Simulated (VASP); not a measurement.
# Be (C2/m) in VASP: a series of runs

The runs below take Be through single point, with PBEsol.

Program: VASP 6.6.1. These are calculated values, not measurements. Logs are shortened: lines on timing, memory, paths and dates and some standing lists are left out, and cuts for length are marked.

### Step 1. The cell of the first run

Symmetry: C2/m, No. 12, monoclinic system. Conventional cell: a = 5.272 Å, b = 5.325 Å, c = 2.281 Å, α = 90.00°, β = 90.81°, γ = 90.00°. Within 2.8 Å of Be (site symmetry m) lie 13 Be at 2.14 to 2.71 Å. Be (site symmetry 2) has 13 Be at 2.16 to 2.68 Å within 2.9 Å.

### Step 2. Single point, PBEsol (equal xy, yz and zx shear strains of -1 %)

File INCAR:

```
ALGO = Normal
EDIFF = 1E-6
ENCUT = 520
GGA = PS
ISIF = 2
ISMEAR = -1
LASPH = True
LCHARG = False
LREAL = False
LWAVE = False
NBANDS = 12
NELM = 80
PREC = Accurate
SIGMA = 0.05
```

File KPOINTS:

```
k-points
0
Gamma
  9 9 14
```

File POSCAR:

```
Be
1.0
    3.7468140000     -0.0187340700     -0.0187340700
   -0.0187340700      3.7468140000     -0.0187340700
   -0.0114064000     -0.0114064000      2.2812800000
Be
4
Direct
    0.2974080000      0.2974080000      0.0000000000
    0.7025920000      0.7025920000      0.0000000000
    0.2025920000      0.7974080000      0.5000000000
    0.7974080000      0.2025920000      0.5000000000
```

Potentials or basis: VASP PAW PBE potentials, release 64 (Be).

Run with:

```bash
$ cat potpaw_PBE.64/Be/POTCAR > POTCAR
$ mpirun -np 1 vasp_std > vasp.out
```

OUTCAR:

```text
EDIFF = 1E-6
   ENCUT = 520
   GGA = PS
   ISIF = 2
   ISMEAR = -1
   LASPH = True
   LREAL = False
   NELM = 80
   PREC = Accurate

 ion  position               nearest neighbor table
   1  0.297  0.297  0.000-   2 2.14   3 2.21   4 2.21   3 2.22   4 2.22   4 2.23   3 2.23   3 2.23
                             4 2.23
   2  0.703  0.703  0.000-   1 2.14   3 2.21   4 2.21   4 2.22   3 2.22   3 2.23   4 2.23   3 2.23
                             4 2.23
   3  0.203  0.797  0.500-   4 2.16   1 2.21   2 2.21   1 2.22   2 2.22   2 2.23   1 2.23   1 2.23
                             2 2.23
   4  0.797  0.203  0.500-   3 2.16   1 2.21   2 2.21   2 2.22   1 2.22   1 2.23   2 2.23   1 2.23
                             2 2.23

  LATTYP: Found a base centered monoclinic cell.
 ALAT       =     6.9234720589
 B/A-ratio  =     0.7691645326
 C/A-ratio  =     0.3295076534
 COS(beta)  =    -0.6482191238

  Lattice vectors:

 A1 = (  -3.7354076000,   0.0301404700,  -2.2625459300)
 A2 = (   0.0301404700,  -3.7354076000,  -2.2625459300)
 A3 = (  -0.0114064000,  -0.0114064000,   2.2812800000)

Analysis of symmetry for initial positions (statically):
=====================================================================
 Subroutine PRICEL returns:
 Original cell was already a primitive cell.

 Routine SETGRP: Setting up the symmetry group for a
 base centered monoclinic supercell.

 Subroutine GETGRP returns: Found  4 space group operations
 (whereof  4 operations were pure point group operations)
 out of a pool of  4 trial point group operations.

The static configuration has the point symmetry C_2h.

Analysis of symmetry for dynamics (positions and initial velocities):
=====================================================================
 Subroutine PRICEL returns:
 Original cell was already a primitive cell.

 Routine SETGRP: Setting up the symmetry group for a
 base centered monoclinic supercell.

 Subroutine GETGRP returns: Found  4 space group operations
 (whereof  4 operations were pure point group operations)
 out of a pool of  4 trial point group operations.

The dynamic configuration has the point symmetry C_2h.

 Subroutine INISYM returns: Found  4 space group operations
 (whereof  4 operations are pure point group operations),
 and found     1 'primitive' translations

----------------------------------------------------------------------------------------

                                     Primitive cell

  volume of cell :      32.0236

  direct lattice vectors                    reciprocal lattice vectors
     3.746814000 -0.018734070 -0.018734070     0.266906832  0.001341240  0.001341240
    -0.018734070  3.746814000 -0.018734070     0.001341240  0.266906832  0.001341240
    -0.011406400 -0.011406400  2.281280000     0.002202877  0.002202877  0.438372429

  length of vectors
     3.746907669  3.746907669  2.281337031     0.266913572  0.266913572  0.438383498

  position of ions in fractional coordinates (direct lattice)
     0.297408000  0.297408000  0.000000000
     0.702592000  0.702592000  0.000000000
     0.202592000  0.797408000  0.500000000
     0.797408000  0.202592000  0.500000000

  ion indices of the primitive-cell ions
   primitive index   ion index
                 1           1
                 2           2
                 3           3
                 4           4

----------------------------------------------------------------------------------------

 KPOINTS: k-points

Automatic generation of k-mesh.
 Grid dimensions read from file:
 generate k-points for:    9    9   14

 Generating k-lattice:

  Cartesian coordinates                     Fractional coordinates (reciprocal lattice)
     0.029656315  0.000149027  0.000149027     0.111111111 -0.000000000 -0.000000000
     0.000149027  0.029656315  0.000149027    -0.000000000  0.111111111 -0.000000000
     0.000157348  0.000157348  0.031312316     0.000000000  0.000000000  0.071428571

  Length of vectors
     0.029657064  0.029657064  0.031313107

  Shift w.r.t. Gamma in fractional coordinates (k-lattice)
     0.000000000  0.000000000  0.000000000

 Subroutine IBZKPT returns following result:
 ===========================================

 Found    320 irreducible k-points:

 Following reciprocal coordinates:
            Coordinates               Weight
  0.000000  0.000000  0.000000      1.000000
  0.111111  0.000000  0.000000      4.000000
  0.222222  0.000000  0.000000      4.000000
  0.333333  0.000000  0.000000      4.000000
  0.444444  0.000000  0.000000      4.000000
  0.111111  0.111111  0.000000      2.000000
[... 16 lines left out ...]
 -0.333333  0.333333  0.000000      2.000000
  0.444444  0.444444  0.000000      2.000000
 [... further k-points ...]
   k-points           NKPTS =    320   k-points in BZ     NKDIM =    320   number of bands    NBANDS=     12
   number of dos      NEDOS =    301   number of ions     NIONS =      4
   total plane-waves  NPLWV =  14112
   dimension x,y,z NGX =    28 NGY =   28 NGZ =   18
   dimension x,y,z NGXF=    56 NGYF=   56 NGZF=   36
   ions per type =               4
   NGX,Y,Z   is equivalent  to a cutoff of  12.42, 12.42, 13.12 a.u.
   NGXF,Y,Z  is equivalent  to a cutoff of  24.85, 24.85, 26.23 a.u.
 SYSTEM =  unknown system
   PREC   = accura    normal or accurate (medium, high low for compatibility)
   ISTART =      0    job   : 0-new  1-cont  2-samecut
   ICHARG =      2    charge: 1-file 2-atom 10-const
   ISPIN  =      1    spin polarized calculation?
   LNONCOLLINEAR =      F non collinear calculations
   LSORBIT =      F    spin-orbit coupling
   LASPH  =      T    aspherical Exc in radial PAW
   ENCUT  =  520.0 eV  38.22 Ry    6.18 a.u.   6.97  6.97  4.24*2*pi/ulx,y,z
   NELM   =     80;   NELMIN=  2; NELMDL= -5     # of ELM steps
   EDIFF  = 0.1E-05   stopping-criterion for ELM
   LREAL  =      F    real-space projection
   EDIFFG = 0.1E-04   stopping-criterion for IOM
   NSW    =      0    number of steps for IOM
   IBRION =     -1    ionic relax: 0-MD 1-quasi-New 2-CG
   NFREE  =      0    steps in history (QN), initial steepest desc. (CG)
   ISIF   =      2    stress and relaxation
   ISYM   =      2    0-nonsym 1-usesym 2-fastsym
   POTIM  = 0.5000    time-step for ionic-motion
   TEBEG  =    0.0;   TEEND  =   0.0 temperature during run
   PSTRESS=    0.0 pullay stress
   NELECT =       8.0000    total number of electrons
   NUPDOWN=      -1.0000    fix difference up-down
   EMIN   =  10.00;   EMAX   =-10.00  energy-range for DOS
   EFERMI =   0.00;   METHOD = LEGACY
   ISMEAR =    -1;   SIGMA  =   0.05  broadening in eV -4-tet -1-fermi 0-gaus
   EFERMI_NEDOS =   21; number of points for ismear=-14 and -15
   IALGO  =     38    algorithm
   IMIX   =      4    mixing-type and parameters
     AMIX     =   0.40;   BMIX     =  1.00
     AMIX_MAG =   1.60;   BMIX_MAG =  1.00
  volume/ion in A,a.u.               =       8.01        54.03
  Fermi-wavevector in a.u.,A,eV,Ry     =   1.031054  1.948410 14.463979  1.063072
  Thomas-Fermi vector in A             =   2.165183
   LORBIT       =      0    0 simple, 1 ext, 2 COOP (PROOUT), +10 PAW based schemes
   GGA     = PS    functional components
   LHFCALC =     F    Hartree Fock is set to
   AEXX    =    0.0000 exact exchange contribution
   IVDW    =     0    specifies the selected vdW correction
   LEPSILON=     F    determine dielectric tensor
   LRPA    =     F    only Hartree local field effects (RPA)
 non-spin polarized calculation
  energy-cutoff  :      520.00
  volume of cell :       32.02
 maximum number of plane-waves:       877
   NGX = 13   NGY = 13   NGZ =  9

 number of electron       8.0000000 magnetization

 Free energy of the ion-electron system (eV)
  ---------------------------------------------------
  ext. energy  EPLUGINS =         0.00000000
  ---------------------------------------------------
  free energy    TOTEN  =       -15.77031706 eV

  energy without entropy =      -15.76573355  energy(sigma->0) =      -15.76802531

 E-fermi :   6.7751     XC(G=0): -10.5653

 val. band max:        6.7650832551   @ k =   0.0000   0.0000   0.2857
 cond. band min:       6.7824073579   @ k =  -0.1111   0.0000   0.2857
 fundamental gap:      0.0173241027
 Fermi energy:         6.7751174190

 k-point     1 :       0.0000    0.0000    0.0000
  band No.  band energies     occupation
      1      -4.3609      2.00000
      2       1.8119      2.00000
      3       2.3770      2.00000
      4       5.7758      2.00000
      5       5.7851      2.00000
      6      11.4553      0.00000
      7      11.7924      0.00000
      8      14.1646      0.00000
      9      16.0000      0.00000
     10      17.3477      0.00000
     11      22.8632      0.00000
     12      22.8731      0.00000

 k-point     2 :       0.1111    0.0000    0.0000
  band No.  band energies     occupation
      1      -4.2637      2.00000
      2       1.3979      2.00000
      3       2.2614      2.00000
      4       5.7480      2.00000
      5       6.5061      1.99083
      6      10.6607      0.00000
      7      11.5321      0.00000
      8      15.3590      0.00000
      9      16.1185      0.00000
     10      17.8410      0.00000
     11      22.3722      0.00000
     12      22.9683      0.00000

 k-point     3 :       0.2222    0.0000    0.0000
  band No.  band energies     occupation
      1      -3.9721      2.00000
      2       0.2729      2.00000
      3       2.5254      2.00000
      4       5.6003      2.00000
      5       7.7424      0.00000
      6       9.4000      0.00000
      7      11.5527      0.00000
      8      16.4708      0.00000
      9      17.3923      0.00000
     10      19.1277      0.00000
     11      21.2726      0.00000
     12      22.9728      0.00000
[... 286 lines left out ...]
 k-point    23 :      -0.3333    0.3333    0.0000
  band No.  band energies     occupation
      1      -2.6206      2.00000
      2       0.0045      2.00000
      3       0.0834      2.00000
      4       2.5810      2.00000
      5      11.5239      0.00000
      6      12.4922      0.00000
      7      13.7292      0.00000
      8      17.9212      0.00000
      9      18.0842      0.00000
     10      19.5097      0.00000
     11      20.7872      0.00000
     12      21.3803      0.00000

 k-point    24 :       0.4444    0.4444    0.0000
  band No.  band energies     occupation
      1      -1.1972      2.00000
      2      -0.4073      2.00000
      3      -0.3669      2.00000
      4       0.5850      2.00000
      5      14.2061      0.00000
      6      14.8307      0.00000
      7      15.3981      0.00000
      8      16.8520      0.00000
      9      18.5757      0.00000
     10      19.6822      0.00000
     11      19.8622      0.00000
     12      20.3147      0.00000

 [... further k-points ...]
[... 5 lines left out ...]
  --------------------------------------------------------------------------------------
  -------------------------------------------------------------------------------------
  Total       -0.0619797     -0.0619797     -0.3078186      0.2657037      0.3311228      0.3311228
  in kB       -3.1009148     -3.1009148    -15.4005177     13.2934591     16.5664537     16.5664535
  external PRESSURE =      -7.2007824 kB  Pullay stress =       0.0000000 kB

 VOLUME and BASIS-vectors are now :
 -----------------------------------------------------------------------------
  energy-cutoff  :      520.00
  volume of cell :       32.02
      direct lattice vectors                 reciprocal lattice vectors
     3.746814000 -0.018734070 -0.018734070     0.266906832  0.001341240  0.001341240
    -0.018734070  3.746814000 -0.018734070     0.001341240  0.266906832  0.001341240
    -0.011406400 -0.011406400  2.281280000     0.002202877  0.002202877  0.438372429

 POSITION                                       TOTAL-FORCE (eV/Angst)
 -----------------------------------------------------------------------------------
      1.10876      1.10876     -0.01114         0.004726      0.004726      0.036914
      2.61932      2.61932     -0.02632        -0.004726     -0.004726     -0.036914
      0.73843      2.97824      1.12191         0.010062     -0.010062      0.000000
      2.97824      0.73843      1.12191        -0.010062      0.010062     -0.000000
 -----------------------------------------------------------------------------------
    total drift:                                0.000000      0.000000     -0.000000

  FREE ENERGIE OF THE ION-ELECTRON SYSTEM (eV)
  ---------------------------------------------------
  free  energy   TOTEN  =       -15.7703170606 eV

  energy  without entropy=      -15.7657335504  energy(sigma->0) =      -15.76802531
```

Wall time 28 s (1 thread of Intel Xeon 6975P-C (Granite Rapids), shared host); peak memory 0.2 GiB.

What came out:

```
Free energy            : -15.7703 eV
Pressure               : -0.7 GPa
Largest force          : 0.038 eV/Å
Band gap on the k mesh : zero (bands 4 and 5 overlap by 2.01 eV)
```

Forces on the atoms (eV/Å):
```
Be   0.005  0.005  0.037
Be  -0.005 -0.005 -0.037
Be   0.010 -0.010  0.000
Be  -0.010  0.010  0.000
```

Levels at points of the mesh, in eV from the Fermi level:
```tsv
k point	band 1	band 2	band 3	band 4	band 5	band 6	band 7	band 8
(0.00, 0.00, 0.00)	-11.14	-4.96	-4.40	-1.00	-0.99	4.68	5.02	7.39
(0.00, 0.00, 0.50)	-5.79	-5.79	1.00	1.02	1.81	1.85	2.59	2.64
```

Caveat: the cell differs from its parent crystal (equal xy, yz and zx shear strains of -1 %); the PAW data sets were made with another functional, which shifts forces and pressure a little.

### Step 3. Single point, PBEsol (equal xy, yz and zx shear strains of +2 %)

File INCAR:

```
SYSTEM = Be
ALGO     = Normal         ! electronic algorithm
EDIFF    = 1E-6           ! SCF threshold, eV
ENCUT    = 520            ! plane-wave cutoff, eV
GGA      = PS             ! functional
ISIF     = 2              ! what is computed and relaxed
ISMEAR   = -1             ! smearing method
LASPH    = .True.         ! aspherical terms in the spheres
LCHARG   = .True.         ! write CHGCAR
LELF     = .True.         ! ELF
LREAL    = .False.        ! projectors in reciprocal space
LVHAR    = .True.       
LWAVE    = .False.        ! write WAVECAR
NBANDS   = 12             ! bands
NELM     = 80             ! most SCF steps
PREC     = Accurate       ! precision mode
SIGMA    = 0.05           ! smearing width, eV
```

File KPOINTS:

```
k-points
0
Gamma
  9 9 14
  0 0 0
```

File POSCAR:

```
Be
1.0
    3.7468140000      0.0374681400      0.0374681400
    0.0374681400      3.7468140000      0.0374681400
    0.0228128000      0.0228128000      2.2812800000
Be
4
Direct
    0.2974080000      0.2974080000      0.0000000000
    0.7025920000      0.7025920000      0.0000000000
    0.2025920000      0.7974080000      0.5000000000
    0.7974080000      0.2025920000      0.5000000000
```

Potentials or basis: VASP PAW PBE potentials, release 64 (Be).

Run with:

```bash
$ cat potpaw_PBE.64/Be/POTCAR > POTCAR
$ mpirun -np 1 vasp_std > vasp.out
```

It took 28 s on 1 thread of Intel Xeon 6975P-C (Granite Rapids), shared host; peak memory 0.2 GiB.

Results (log left out):

* Free energy: -15.7562 eV
* Pressure: -0.6 GPa
* Largest force: 0.059 eV/Å
* Band gap on the k mesh: zero (bands 4 and 5 overlap by 1.97 eV)

Forces on the atoms (eV/Å):
```
Be  -0.015 -0.015 -0.056
Be   0.015  0.015  0.056
Be  -0.008  0.008  0.000
Be   0.008 -0.008  0.000
```

Stress tensor (GPa, compression positive):
```
-0.21 -2.70 -3.43
-2.70 -0.21 -3.43
-3.43 -3.43 -1.50
```

Levels at points of the mesh, in eV from the Fermi level:
```csv
k point,band 1,band 2,band 3,band 4,band 5,band 6,band 7,band 8,band 9
"(0.00, 0.00, 0.00)",-11.14,-4.96,-4.40,-1.00,-0.98,4.52,5.19,7.37,9.24
"(0.00, 0.00, 0.50)",-5.79,-5.79,0.99,0.99,1.75,1.94,2.53,2.71,7.45
```

Caveat: the cell differs from its parent crystal (equal xy, yz and zx shear strains of +2 %); the PAW data sets were made with another functional, which shifts forces and pressure a little.

### Step 4. Single point, PBEsol (equal xy, yz and zx shear strains of -2 %)

File INCAR:

```
SYSTEM = Be
ALGO     = Normal         ! electronic algorithm
EDIFF    = 1E-6           ! SCF threshold, eV
ENCUT    = 520            ! plane-wave cutoff, eV
GGA      = PS             ! functional
ISIF     = 2              ! what is computed and relaxed
ISMEAR   = -1             ! smearing method
LASPH    = .TRUE.         ! aspherical terms in the spheres
LCHARG   = .FALSE.        ! write CHGCAR
LREAL    = .FALSE.        ! projectors in reciprocal space
LWAVE    = .FALSE.        ! write WAVECAR
NBANDS   = 12             ! bands
NELM     = 60             ! most SCF steps
PREC     = Accurate       ! precision mode
SIGMA    = 0.05           ! smearing width, eV
```

File KPOINTS:

```
k-points
0
G
  9 9 14
  0 0 0
```

File POSCAR:

```
Be
1.0
    3.7468140000     -0.0374681400     -0.0374681400
   -0.0374681400      3.7468140000     -0.0374681400
   -0.0228128000     -0.0228128000      2.2812800000
Be
4
Direct
    0.2974080000      0.2974080000      0.0000000000
    0.7025920000      0.7025920000      0.0000000000
    0.2025920000      0.7974080000      0.5000000000
    0.7974080000      0.2025920000      0.5000000000
```

Run with:

```bash
$ cat potpaw_PBE.64/Be/POTCAR > POTCAR
$ mpirun -np 1 vasp_std > vasp.out
```

Wall time 38 s (1 thread of Intel Xeon 6975P-C (Granite Rapids), shared host); peak memory 0.19 GiB.

It converged, with:

```yaml
Free_energy: -15.7564 eV
Pressure: -0.6 GPa
Largest_force: 0.081 eV/Å
Band_gap_on_the_k_mesh: zero (bands 4 and 5 overlap by 1.99 eV)
```

Forces on the atoms (eV/Å):
```
Be   0.014  0.014  0.079
Be  -0.014 -0.014 -0.079
Be   0.020 -0.020  0.000
Be  -0.020  0.020  0.000
```

Stress tensor (GPa, compression positive):
```
-0.19  2.57  3.30
 2.57 -0.19  3.30
 3.30  3.30 -1.52
```

Levels at points of the mesh, in eV from the Fermi level:
```csv
k point,band 2,band 3,band 4,band 5,band 6,band 7
"(0.00, 0.00, 0.00)",-4.97,-4.40,-1.01,-0.99,4.51,5.19
"(0.00, 0.00, 0.50)",-5.79,0.95,1.00,1.83,1.87,2.59
```

Caveat: the cell differs from its parent crystal (equal xy, yz and zx shear strains of -2 %); the PAW data sets were made with another functional, which shifts forces and pressure a little.

(Part 1 of 2 ends here.)
